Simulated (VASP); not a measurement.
# Cs (Im-3m) in VASP: further runs

Runs on Cs. Level: PBEsol. Tasks: single point, relaxation of cell and atoms.

Everything below comes from runs of VASP 6.6.1. Logs are shortened: lines on timing, memory, paths and dates and some standing lists are left out, and cuts for length are marked.

**1. The cell of the first run**

The structure is cubic, space group Im-3m (No. 229). The conventional cell has a = 5.993 Å, b = 5.993 Å, c = 5.993 Å, α = 90.00°, β = 90.00°, γ = 90.00°.

**2. Single point, PBEsol**

File INCAR:

```
SYSTEM = Cs
ALGO = Normal
EDIFF = 1E-6
ENCUT = 500
GGA = PS
GGA_COMPAT = .False.
ISIF = 2
ISMEAR = 0
LASPH = .True.
LCHARG = .False.
LREAL = .False.
LWAVE = .False.
NBANDS = 10
NELM = 120
PREC = Accurate
SIGMA = 0.05
```

File KPOINTS:

```
k-points
0
Gamma
  5 5 5
  0 0 0
```

File POSCAR:

```
Cs
1.0
   -2.9964736957      2.9964736957      2.9964736957
    2.9964736957     -2.9964736957      2.9964736957
    2.9964736957      2.9964736957     -2.9964736957
Cs
1
Direct
    0.0000000000      0.0000000000      0.0000000000
```

Potentials or basis: VASP PAW PBE potentials, release 64 (Cs_sv).

Started as:

```console
> cat potpaw_PBE.64/Cs_sv/POTCAR > POTCAR
> mpirun -np 1 vasp_std > vasp.out
```

OUTCAR:

```text
SYSTEM = Cs
   EDIFF = 1E-6
   ENCUT = 500
   GGA = PS
   ISIF = 2
   ISMEAR = 0
   LASPH = .True.
   LREAL = .False.
   NELM = 120
   PREC = Accurate

 ion  position               nearest neighbor table
   1  0.000  0.000  0.000-

  LATTYP: Found a body centered cubic cell.
 ALAT       =     5.9929473914

  Lattice vectors:

 A1 = (  -2.9964736957,   2.9964736957,   2.9964736957)
 A2 = (   2.9964736957,  -2.9964736957,   2.9964736957)
 A3 = (   2.9964736957,   2.9964736957,  -2.9964736957)

Analysis of symmetry for initial positions (statically):
=====================================================================
 Subroutine PRICEL returns:
 Original cell was already a primitive cell.

 Routine SETGRP: Setting up the symmetry group for a
 body centered cubic supercell.

 Subroutine GETGRP returns: Found 48 space group operations
 (whereof 48 operations were pure point group operations)
 out of a pool of 48 trial point group operations.

The static configuration has the point symmetry O_h .

Analysis of symmetry for dynamics (positions and initial velocities):
=====================================================================
 Subroutine PRICEL returns:
 Original cell was already a primitive cell.

 Routine SETGRP: Setting up the symmetry group for a
 body centered cubic supercell.

 Subroutine GETGRP returns: Found 48 space group operations
 (whereof 48 operations were pure point group operations)
 out of a pool of 48 trial point group operations.

The dynamic configuration has the point symmetry O_h .

 Subroutine INISYM returns: Found 48 space group operations
 (whereof 48 operations are pure point group operations),
 and found     1 'primitive' translations

----------------------------------------------------------------------------------------

                                     Primitive cell

  volume of cell :     107.6196

  direct lattice vectors                    reciprocal lattice vectors
    -2.996473696  2.996473696  2.996473696     0.000000000  0.166862803  0.166862803
     2.996473696 -2.996473696  2.996473696     0.166862803  0.000000000  0.166862803
     2.996473696  2.996473696 -2.996473696     0.166862803  0.166862803  0.000000000

  length of vectors
     5.190044684  5.190044684  5.190044684     0.235979639  0.235979639  0.235979639

  position of ions in fractional coordinates (direct lattice)
     0.000000000  0.000000000  0.000000000

  ion indices of the primitive-cell ions
   primitive index   ion index
                 1           1

----------------------------------------------------------------------------------------

 KPOINTS: k-points

Automatic generation of k-mesh.
 Grid dimensions read from file:
 generate k-points for:    5    5    5

 Generating k-lattice:

  Cartesian coordinates                     Fractional coordinates (reciprocal lattice)
     0.000000000  0.033372561  0.033372561     0.200000000  0.000000000  0.000000000
     0.033372561  0.000000000  0.033372561     0.000000000  0.200000000  0.000000000
     0.033372561  0.033372561  0.000000000     0.000000000  0.000000000  0.200000000

  Length of vectors
     0.047195928  0.047195928  0.047195928

  Shift w.r.t. Gamma in fractional coordinates (k-lattice)
     0.000000000  0.000000000  0.000000000

 Subroutine IBZKPT returns following result:
 ===========================================

 Found     10 irreducible k-points:

 Following reciprocal coordinates:
            Coordinates               Weight
  0.000000  0.000000  0.000000      1.000000
  0.200000  0.000000  0.000000     12.000000
  0.400000  0.000000  0.000000     12.000000
  0.200000  0.200000  0.000000     24.000000
  0.400000  0.200000  0.000000     24.000000
  0.200000  0.200000  0.200000      8.000000
 -0.200000  0.200000  0.200000      6.000000
 -0.400000  0.400000  0.200000     24.000000
 -0.400000 -0.400000  0.200000      8.000000
 -0.400000  0.400000  0.400000      6.000000
   k-points           NKPTS =     10   k-points in BZ     NKDIM =     10   number of bands    NBANDS=     10
   number of dos      NEDOS =    301   number of ions     NIONS =      1
   total plane-waves  NPLWV =  64000
   dimension x,y,z NGX =    40 NGY =   40 NGZ =   40
   dimension x,y,z NGXF=    80 NGYF=   80 NGZF=   80
   ions per type =               1
   NGX,Y,Z   is equivalent  to a cutoff of  12.81, 12.81, 12.81 a.u.
   NGXF,Y,Z  is equivalent  to a cutoff of  25.63, 25.63, 25.63 a.u.
 SYSTEM =  Cs
   PREC   = accura    normal or accurate (medium, high low for compatibility)
   ISTART =      0    job   : 0-new  1-cont  2-samecut
   ICHARG =      2    charge: 1-file 2-atom 10-const
   ISPIN  =      1    spin polarized calculation?
   LNONCOLLINEAR =      F non collinear calculations
   LSORBIT =      F    spin-orbit coupling
   LASPH  =      T    aspherical Exc in radial PAW
   ENCUT  =  500.0 eV  36.75 Ry    6.06 a.u.   9.46  9.46  9.46*2*pi/ulx,y,z
   NELM   =    120;   NELMIN=  2; NELMDL= -5     # of ELM steps
   EDIFF  = 0.1E-05   stopping-criterion for ELM
   LREAL  =      F    real-space projection
   EDIFFG = 0.1E-04   stopping-criterion for IOM
   NSW    =      0    number of steps for IOM
   IBRION =     -1    ionic relax: 0-MD 1-quasi-New 2-CG
   NFREE  =      0    steps in history (QN), initial steepest desc. (CG)
   ISIF   =      2    stress and relaxation
   ISYM   =      2    0-nonsym 1-usesym 2-fastsym
   POTIM  = 0.5000    time-step for ionic-motion
   TEBEG  =    0.0;   TEEND  =   0.0 temperature during run
   PSTRESS=    0.0 pullay stress
   NELECT =       9.0000    total number of electrons
   NUPDOWN=      -1.0000    fix difference up-down
   EMIN   =  10.00;   EMAX   =-10.00  energy-range for DOS
   EFERMI =   0.00;   METHOD = LEGACY
   ISMEAR =     0;   SIGMA  =   0.05  broadening in eV -4-tet -1-fermi 0-gaus
   EFERMI_NEDOS =   21; number of points for ismear=-14 and -15
   IALGO  =     38    algorithm
   IMIX   =      4    mixing-type and parameters
     AMIX     =   0.40;   BMIX     =  1.00
     AMIX_MAG =   1.60;   BMIX_MAG =  1.00
  volume/ion in A,a.u.               =     107.62       726.25
  Fermi-wavevector in a.u.,A,eV,Ry     =   0.715910  1.352874  6.973358  0.512527
  Thomas-Fermi vector in A             =   1.804194
   LORBIT       =      0    0 simple, 1 ext, 2 COOP (PROOUT), +10 PAW based schemes
   GGA     = PS    functional components
   LHFCALC =     F    Hartree Fock is set to
   AEXX    =    0.0000 exact exchange contribution
   IVDW    =     0    specifies the selected vdW correction
   LEPSILON=     F    determine dielectric tensor
   LRPA    =     F    only Hartree local field effects (RPA)
 non-spin polarized calculation
 Gauss-broadening in eV      SIGMA  =   0.05
  energy-cutoff  :      500.00
  volume of cell :      107.62
 maximum number of plane-waves:      2747
 NGX is ok and might be reduce to    40
   NGX = 19   NGY = 19   NGZ = 19

 number of electron       8.9999998 magnetization

 Free energy of the ion-electron system (eV)
  ---------------------------------------------------
  ext. energy  EPLUGINS =         0.00000000
  ---------------------------------------------------
  free energy    TOTEN  =        -0.94780348 eV

  energy without entropy =       -0.94299709  energy(sigma->0) =       -0.94540029

 E-fermi :   0.6181     XC(G=0):  -5.6525

 val. band max:        0.2638072232   @ k =   0.4000   0.0000   0.0000
 cond. band min:       0.6353785689   @ k =  -0.4000   0.4000   0.2000
 fundamental gap:      0.3715713457
 Fermi energy:         0.6180977131

 k-point     1 :       0.0000    0.0000    0.0000
  band No.  band energies     occupation
      1     -23.2703      2.00000
      2      -9.9783      2.00000
      3      -9.9783      2.00000
      4      -9.9783      2.00000
      5      -1.2132      2.00000
      6       3.0775      0.00000
      7       3.0775      0.00000
      8       3.0775      0.00000
      9       3.9995      0.00000
     10       3.9995      0.00000

 k-point     2 :       0.2000    0.0000    0.0000
  band No.  band energies     occupation
      1     -23.2672      2.00000
      2     -10.0401      2.00000
      3      -9.9981      2.00000
      4      -9.9785      2.00000
      5      -0.7585      2.00000
      6       2.5454      0.00000
      7       2.6795      0.00000
      8       3.5511      0.00000
      9       3.7768      0.00000
     10       3.9663      0.00000

 k-point     3 :       0.4000    0.0000    0.0000
  band No.  band energies     occupation
      1     -23.2620      2.00000
      2     -10.1358      2.00000
      3     -10.0298      2.00000
      4      -9.9788      2.00000
      5       0.2638      2.00000
      6       1.6701      0.00000
      7       2.2396      0.00000
      8       3.9227      0.00000
      9       4.2696      0.00000
     10       4.8726      0.00000

 k-point     4 :       0.2000    0.2000    0.0000
  band No.  band energies     occupation
      1     -23.2630      2.00000
      2     -10.1039      2.00000
      3     -10.0254      2.00000
      4      -9.9919      2.00000
      5       0.0267      2.00000
      6       1.9362      0.00000
      7       2.2244      0.00000
      8       3.7153      0.00000
      9       4.2596      0.00000
     10       4.4324      0.00000

 k-point     5 :       0.4000    0.2000    0.0000
  band No.  band energies     occupation
      1     -23.2604      2.00000
      2     -10.1303      2.00000
      3     -10.0587      2.00000
      4      -9.9956      2.00000
      5       0.9044      0.00000
      6       1.4481      0.00000
      7       1.9374      0.00000
      8       3.7103      0.00000
      9       4.4056      0.00000
     10       4.6894      0.00000

 k-point     6 :       0.2000    0.2000    0.2000
  band No.  band energies     occupation
      1     -23.2610      2.00000
      2     -10.1079      2.00000
      3     -10.0355      2.00000
      4     -10.0355      2.00000
      5       0.9908      0.00000
      6       1.6786      0.00000
      7       1.6786      0.00000
      8       3.6931      0.00000
      9       4.4800      0.00000
     10       4.4800      0.00000

 k-point     7 :      -0.2000    0.2000    0.2000
  band No.  band energies     occupation
      1     -23.2642      2.00000
      2     -10.0484      2.00000
      3     -10.0191      2.00000
      4     -10.0191      2.00000
      5      -0.3359      2.00000
      6       2.4703      0.00000
      7       2.8091      0.00000
      8       2.8091      0.00000
      9       3.5950      0.00000
     10       4.4501      0.00000

 k-point     8 :      -0.4000    0.4000    0.2000
  band No.  band energies     occupation
      1     -23.2595      2.00000
      2     -10.1207      2.00000
      3     -10.0525      2.00000
      4     -10.0228      2.00000
      5       0.6354      0.62500
      6       1.5958      0.00000
      7       2.6155      0.00000
      8       2.8904      0.00000
      9       4.0380      0.00000
     10       4.7318      0.00000

 k-point     9 :      -0.4000   -0.4000    0.2000
  band No.  band energies     occupation
      1     -23.2573      2.00000
      2     -10.1046      2.00000
      3     -10.1046      2.00000
      4     -10.0325      2.00000
      5       1.3344      0.00000
      6       1.3344      0.00000
      7       1.9489      0.00000
      8       3.7412      0.00000
      9       3.7412      0.00000
     10       4.7449      0.00000

 k-point    10 :      -0.4000    0.4000    0.4000
  band No.  band energies     occupation
      1     -23.2553      2.00000
      2     -10.0994      2.00000
      3     -10.0885      2.00000
      4     -10.0885      2.00000
      5       1.0930      0.00000
      6       1.2901      0.00000
      7       3.2672      0.00000
      8       3.3477      0.00000
      9       3.3477      0.00000
     10       4.8373      0.00000

------------------------ aborting loop because EDIFF is reached ----------------------------------------

  FORCE on cell =-STRESS in cart. coord.  units (eV):
  Direction    XX          YY          ZZ          XY          YZ          ZX
  --------------------------------------------------------------------------------------
  -------------------------------------------------------------------------------------
  Total       -0.0020172     -0.0020172     -0.0020172     -0.0000000      0.0000000      0.0000000
  in kB       -0.0300315     -0.0300315     -0.0300315     -0.0000000      0.0000000      0.0000000
  external PRESSURE =      -0.0300315 kB  Pullay stress =       0.0000000 kB

 VOLUME and BASIS-vectors are now :
 -----------------------------------------------------------------------------
  energy-cutoff  :      500.00
  volume of cell :      107.62
      direct lattice vectors                 reciprocal lattice vectors
    -2.996473696  2.996473696  2.996473696     0.000000000  0.166862803  0.166862803
     2.996473696 -2.996473696  2.996473696     0.166862803  0.000000000  0.166862803
     2.996473696  2.996473696 -2.996473696     0.166862803  0.166862803  0.000000000

 POSITION                                       TOTAL-FORCE (eV/Angst)
 -----------------------------------------------------------------------------------
      0.00000      0.00000      0.00000         0.000000      0.000000      0.000000
 -----------------------------------------------------------------------------------
    total drift:                               -0.000000      0.000000     -0.000000

  FREE ENERGIE OF THE ION-ELECTRON SYSTEM (eV)
  ---------------------------------------------------
  free  energy   TOTEN  =        -0.9478034825 eV

  energy  without entropy=       -0.9429970892  energy(sigma->0) =       -0.94540029
```

Wall time 18 s (1 thread of Intel Xeon 8259CL, shared host); peak memory 0.23 GiB.

Results:

| Quantity | Value |
| --- | --- |
| Free energy | -0.9478 eV |
| Pressure | 0.0 GPa |
| Band gap on the k mesh | zero (an odd number of electrons rules out a gap without spin polarisation) |

Levels at points of the mesh, in eV from the Fermi level:
| k point | band 1 | band 2 | band 3 | band 4 | band 5 | band 6 | band 7 | band 8 |
| --- | --- | --- | --- | --- | --- | --- | --- | --- |
| (0.00, 0.00, 0.00) | -23.89 | -10.60 | -10.60 | -10.60 | -1.83 | 2.46 | 2.46 | 2.46 |

Caveat: the PAW data sets were made with another functional, which shifts forces and pressure a little; spin-orbit coupling is left out, which moves the levels of the heavy elements.

**3. Relaxation of cell and atoms, PBEsol**

File INCAR:

```
SYSTEM = Cs
PREC = Accurate ; ENCUT = 500
EDIFF = 1E-7 ; ISMEAR = 0
SIGMA = 0.05 ; LREAL = .FALSE.
LASPH = .TRUE. ; NELM = 120
ALGO = Normal ; ISIF = 3
LWAVE = .FALSE. ; LCHARG = .FALSE.
GGA = PS ; IBRION = 2
NSW = 80 ; EDIFFG = -0.03
GGA_COMPAT = .FALSE. ; NELMIN = 4
```

File KPOINTS:

```
regular mesh
0
G
  5 5 5
  0 0 0
```

POSCAR is that of step 2.

Potentials or basis: VASP PAW PBE potentials, release 64 (Cs_sv).

Started as:

```console
> cat potpaw_PBE.64/Cs_sv/POTCAR > POTCAR
> mpirun -np 1 vasp_std > vasp.out
```

Wall time 16 s (1 thread of Intel Xeon 8259CL, shared host); peak memory 0.22 GiB.

The run converged. Its results:

```
Free energy             : -0.9478 eV
Pressure after relaxing : 0.0 GPa
Band gap on the k mesh  : zero (an odd number of electrons rules out a gap without spin polarisation)
```

Final structure:
```
Cs
1.0
    -2.99647    2.99647    2.99647
     2.99647   -2.99647    2.99647
     2.99647    2.99647   -2.99647
Cs
1
Direct
  0.00000 0.00000 0.00000
```

Levels at points of the mesh, in eV from the Fermi level:
| k point | band 1 | band 2 | band 3 | band 4 | band 5 | band 6 | band 7 | band 8 |
| --- | --- | --- | --- | --- | --- | --- | --- | --- |
| (0.00, 0.00, 0.00) | -23.89 | -10.60 | -10.60 | -10.60 | -1.83 | 2.46 | 2.46 | 2.46 |

Caveat: the relaxation stopped at its first step, so nothing moved; the PAW data sets were made with another functional, which shifts forces and pressure a little; spin-orbit coupling is left out, which moves the levels of the heavy elements.
